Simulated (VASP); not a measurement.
Wanted: the native input for a VASP 6.6.1 run.

| Quantity | Value |
| --- | --- |
| Task | single point |
| Functional | RPBE |
| Dispersion | D4 |
| Potentials or basis | VASP PAW PBE potentials, release 64 (Ba_sv) |
| Cutoff | 520 eV |
| k mesh | 7 × 7 × 7 |
| Occupations | gaussian, width 0.1 eV |
| Spin | no spin polarisation |
| Dipole correction | no |
| Further INCAR settings | ALGO = Normal; EDIFF = 1e-06; NBANDS = 11 |

The structure of Ba lies in POSCAR:

```
Ba
1.0
    0.0000000000      3.2326650028      3.2326650028
    3.2326650028      0.0000000000      3.2326650028
    3.2326650028      3.2326650028      0.0000000000
Ba
1
Direct
    0.0000000000      0.0000000000      0.0000000000
```

These files were run (other wordings do the same):

INCAR

```
SYSTEM = Ba
  PREC = Accurate
  ENCUT = 520
  EDIFF = 1E-6
  ISMEAR = 0
  SIGMA = 0.1
  LREAL = .FALSE.
  LASPH = .TRUE.
  NELM = 80
  ALGO = Normal
  ISIF = 2
  LWAVE = .FALSE.
  LCHARG = .FALSE.
  GGA = RP
  IVDW = 13
  NBANDS = 11
```

KPOINTS

```
regular mesh
0
G
  7 7 7
  0 0 0
```

Potentials or basis: VASP PAW PBE potentials, release 64 (Ba_sv).

Run with:

```bash
$ cat potpaw_PBE.64/Ba_sv/POTCAR > POTCAR
$ mpirun -np 1 vasp_std > vasp.out
```

Results of the run:

The pressure is -0.1 GPa, the band gap on the k mesh is zero (band 5 reaches 1.53 eV, above the bottom of band 6 at 1.53 eV) and the dispersion energy per atom is -0.209 eV.

Caveat: the PAW data sets were made with another functional, which shifts forces and pressure a little; spin-orbit coupling is left out, which moves the levels of the heavy elements; pairwise dispersion overbinds metals, which lowers pressure and volume.

Run time: 18 s on 1 thread of Intel Xeon 8259CL (shared host), peak memory 0.2 GiB.
